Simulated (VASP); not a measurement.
A run of VASP 6.6.1:

INCAR

```
PREC = Accurate
ENCUT = 520
EDIFF = 1E-6
ISMEAR = -1
SIGMA = 0.05
LREAL = False
LASPH = True
NELM = 60
ALGO = Normal
ISIF = 2
LWAVE = False
LCHARG = False
GGA = PE
NBANDS = 11
```

The input KPOINTS:

```
Automatic mesh
0
Gamma
  11 11 11
```

POSCAR

```
Sr
1.0
   -2.3816564995      2.3816564995      2.3816564995
    2.3816564995     -2.3816564995      2.3816564995
    2.3816564995      2.3816564995     -2.3816564995
Sr
1
Direct
    0.0000000000      0.0000000000      0.0000000000
```

Potentials or basis: VASP PAW PBE potentials, release 64 (Sr_sv).

Run with:

```bash
$ cat potpaw_PBE.64/Sr_sv/POTCAR > POTCAR
$ mpirun -np 1 vasp_std > vasp.out
```

Hardware: 1 thread of AMD EPYC 7R43 64-Core Processor (Zen 3), on a shared host.

How long does it take, and how much memory?

Run time: 22 s on 1 thread of AMD EPYC 7R43 64-Core Processor (Zen 3) (shared host), peak memory 0.15 GiB. Counts: scf iterations 11, k points 56.
